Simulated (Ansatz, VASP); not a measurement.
**TaC5 in VASP and in Ansatz**

```
CELL_PARAMETERS angstrom
2.27925 -4.16124 0.00000
2.27925 4.16124 0.00000
0.00000 0.00000 3.22067
ATOMIC_POSITIONS crystal
Ta 0.50000 0.50000 0.00000
C 0.83378 0.16622 0.00000
C 0.16622 0.83378 0.00000
C 0.00000 0.50000 0.14531
C 0.50000 0.00000 0.85469
C 0.00000 0.00000 0.00000
```

Alike in both runs: functional PBE; k mesh 4 × 4 × 6; occupations gaussian, width 0.1 eV; no spin polarisation.

Ansatz relaxed the structure, and its values are those at the end. VASP's run is a single point on that final structure, the one shown.

|  | VASP | Ansatz |
| --- | --- | --- |
| version | VASP 6.6.1 | Ansatz 0.2.0 |
| potentials or method | VASP PAW PBE potentials, release 64 (Ta_pv, C), cutoff 520 eV | scalar-relativistic, plane waves, PAW |
| valence electrons in the cell | 31 | 33 |

Ansatz gave:

```
gap on the k mesh at the Fermi level (eV) : none
pressure (GPa)                            : 0.0
rms of the force components (eV/Å)        : 0.011
```

Problem. Which values does VASP return?

Solution. gap on the k mesh at the Fermi level (eV): none; pressure (GPa): 0.4; rms of the force components (eV/Å): 0.008.

A gap of «none» marks a metal or a gap that the smearing closes. VASP's potentials hold 31 valence electrons a cell and Ansatz's 33, so a difference there can come from the potentials and not from the codes.

The k mesh is coarse, so the values compare programs but aren't converged. Spin-orbit coupling is off throughout.
